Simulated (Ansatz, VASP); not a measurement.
## MgTeSe3 in VASP and in Ansatz

Contents of INCAR:

```
SYSTEM = MgTeSe3
PREC     = Accurate       ! precision mode
ENCUT    = 600            ! plane-wave cutoff, eV
EDIFF    = 1E-6           ! SCF threshold, eV
ISMEAR   = 0              ! smearing method
SIGMA    = 0.01           ! smearing width, eV
LREAL    = .FALSE.        ! projectors in reciprocal space
LASPH    = .TRUE.         ! aspherical terms in the spheres
NELM     = 60             ! most SCF steps
ALGO     = Normal         ! electronic algorithm
ISIF     = 3              ! what is computed and relaxed
LWAVE    = .FALSE.        ! write WAVECAR
LCHARG   = .FALSE.        ! write CHGCAR
GGA      = PE             ! functional
IBRION   = 2              ! ionic algorithm
NSW      = 100            ! ionic steps
EDIFFG   = -0.01          ! ionic threshold
```

The input KPOINTS:

```
regular mesh
0
G
  8 8 6
  0 0 0
```

The input POSCAR:

```
MgTeSe3
1.0
    5.3155439530      0.0000000000      0.0000000000
    0.0000000000      5.3155439530      0.0000000000
    0.0000000000      0.0000000000      6.3764326407
Mg Te Se
1 1 3
Direct
    0.5000000000      0.5000000000      0.3035842292
    0.0000000000      0.0000000000      0.5263360401
    0.5000000000      0.0000000000      0.3514181661
    0.0000000000      0.0000000000      0.9052063784
    0.0000000000      0.5000000000      0.3514181661
```

Input for Ansatz:

```yaml
crystal:
  lattice:
    - [5.315543953, 0.0, 0.0]
    - [0.0, 5.315543953, 0.0]
    - [0.0, 0.0, 6.3764326407]
  atoms:
    - { symbol: Mg, position: [0.5, 0.5, 0.3035842292] }
    - { symbol: Te, position: [0.0, 0.0, 0.5263360401] }
    - { symbol: Se, position: [0.5, 0.0, 0.3514181661] }
    - { symbol: Se, position: [0.0, 0.0, 0.9052063784] }
    - { symbol: Se, position: [0.0, 0.5, 0.3514181661] }
basis:
  ecutwfc: 420
kpoints:
  mp_grid: { grid: [8, 8, 6] }
hamiltonian:
  xc: pbe
scf:
  occupations: { method: gaussian, width: 0.01 }
output:
  forces: true
  stress: true
  eigenvalues: true
  write_density: true
  write_potential: true
  elf: true
  volumetric_format: npy
relax:
  adjacent_minimum: "off"
  f_tol: 0.01
  max_steps: 80
  cell: { stress_tol: 0.05 }
```

Change from the starting cell: species swapped into the KAgCl3 type (P4mm, No. 99).

Alike in both runs: task relaxation of cell and atoms; functional PBE; k mesh 8 × 8 × 6; occupations gaussian, width 0.01 eV; no spin polarisation.

|  | VASP | Ansatz |
| --- | --- | --- |
| version | VASP 6.6.1 | Ansatz 0.2.0 |
| potentials or method | VASP PAW PBE potentials, release 64 (Mg, Te, Se), cutoff 600 eV | scalar-relativistic, plane waves, PAW |
| valence electrons in the cell | 26 | 74 |

|  | VASP | Ansatz | Ansatz less VASP |
| --- | --- | --- | --- |
| gap on the k mesh at the Fermi level, each at its own relaxed structure (eV) | 0.02 | 0.05 | +0.027 |
| relaxed volume (Å³/atom) | 36.01 | 36.13 | +0.122 |
| relaxed cell length with the largest relative difference (Å) | 6.308 | 6.332 | +0.0241 |

VASP's potentials hold 26 valence electrons a cell and Ansatz's 74, so a difference there can come from the potentials and not from the codes. Ansatz's warnings: xc potential rough in thin density.

Neither program's run includes spin-orbit coupling.
